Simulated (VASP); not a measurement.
Os: single point with PBEsol

The system is Os.

```
CELL_PARAMETERS angstrom
2.74218 0.00000 0.00000
-1.37109 2.37480 0.00000
0.00000 0.00000 4.31089
ATOMIC_POSITIONS crystal
Os 0.33333 0.66667 0.25000
Os 0.66667 0.33333 0.75000
```

```
Program             : VASP 6.6.1
Task                : single point
Functional          : PBEsol
Potentials or basis : VASP PAW PBE potentials, release 64 (Os)
Cutoff              : 520 eV
k mesh              : 10 × 10 × 6
Occupations         : gaussian, width 0.05 eV
Spin                : no spin polarisation
```

```yaml
Pressure: -3.9 GPa
Band_gap_on_the_k_mesh: zero (bands 8 and 9 overlap by 3.86 eV)
```

Stress tensor (GPa, compression positive):
```
-3.74  0.00  0.00
 0.00 -3.74  0.00
 0.00  0.00 -4.11
```

Levels at points of the mesh, in eV from the Fermi level:
```tsv
k point	band 5	band 6	band 7	band 8	band 9	band 10	band 11	band 12
(0.00, 0.00, 0.00)	-2.85	-2.31	-2.31	-1.71	-1.71	-0.05	1.58	1.58
(0.50, 0.00, 0.00)	-3.05	-2.64	-1.96	1.88	2.46	2.64	4.27	5.54
(0.00, 0.00, 0.50)	-3.37	-3.37	-3.37	-3.37	0.79	0.79	0.79	0.79
(0.50, 0.00, 0.50)	-1.33	-1.33	-0.29	-0.29	2.23	2.23	3.18	3.18
```

It took 30 s on 1 thread of AMD EPYC 7R13, with other jobs on the host, peak memory 0.12 GiB.

Caveat: the cell stands under tension; the PAW data sets were made with another functional, which shifts forces and pressure a little; spin-orbit coupling is left out, which moves the levels of the heavy elements.
